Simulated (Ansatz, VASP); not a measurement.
# CaO: VASP beside Ansatz

INCAR

```
PREC = Accurate ; ENCUT = 520
EDIFF = 1E-6 ; ISMEAR = 0
SIGMA = 0.05 ; LREAL = False
LASPH = True ; NELM = 80
ALGO = Normal ; ISIF = 2
LWAVE = False ; LCHARG = True
GGA = PE ; LELF = True
LVHAR = True ; NBANDS = 24
```

Contents of KPOINTS:

```
Automatic mesh
0
Gamma
  9 9 6
```

Contents of POSCAR:

```
CaO
1.0
    3.9377959507      0.0000000000      0.0000000000
   -1.9688979753      3.6647934959      0.0000000000
    0.0000000000      0.0000000000      4.6154481346
Ca O
2 2
Direct
    0.3333333333      0.6666666667      0.7500000000
    0.6666666667      0.3333333333      0.2500000000
    0.3333333333      0.6666666667      0.2500000000
    0.6666666667      0.3333333333      0.7500000000
```

Input for Ansatz:

```yaml
crystal:
  lattice:
    - [3.9377959507, 0.0, 0.0]
    - [-1.9688979753, 3.6647934959, 0.0]
    - [0.0, 0.0, 4.6154481346]
  atoms:
    - { symbol: Ca, position: [0.3333333333, 0.6666666667, 0.75] }
    - { symbol: Ca, position: [0.6666666667, 0.3333333333, 0.25] }
    - { symbol: O, position: [0.3333333333, 0.6666666667, 0.25] }
    - { symbol: O, position: [0.6666666667, 0.3333333333, 0.75] }
basis:
  ecutwfc: 520.0
kpoints:
  mp_grid: { grid: [9, 9, 6] }
hamiltonian:
  xc: pbe
scf:
  occupations: { method: gaussian, width: 0.05 }
output:
  forces: true
  stress: true
  eigenvalues: true
```

Change from the starting cell: strain +e along x and -e along y -0.0367, strain +e along z and -e/2 along x and y -0.0400.

Alike in both runs: task single point; functional PBE; k mesh 9 × 9 × 6; occupations gaussian, width 0.05 eV; no spin polarisation.

```csv
,VASP,Ansatz
version,VASP 6.6.1,Ansatz 0.2.0
potentials or method,"VASP PAW PBE potentials, release 64 (Ca_sv, O), cutoff 520 eV","scalar-relativistic, plane waves, PAW"
valence electrons in the cell,32,32
```

VASP gave:

| Property | Result |
| --- | --- |
| gap on the k mesh at the Fermi level (eV) | 2.93 |
| least direct gap on the mesh (eV) | 2.93 |
| pressure (GPa) | 2.0 |
| traceless stress, the component that is largest in VASP (GPa) | 5.75 |
| rms of the force components (eV/Å) | 0.166 |

Problem. What did Ansatz give for the same quantities?

Solution. gap on the k mesh at the Fermi level (eV): 2.95; least direct gap on the mesh (eV): 2.95; pressure (GPa): 1.5; traceless stress, the component that is largest in VASP (GPa): 5.49; rms of the force components (eV/Å): 0.156.

Atom by atom the forces differ by 0.010 eV/Å (rms over components). The functional is the same, so the differences come from potentials, cutoffs and numerics.
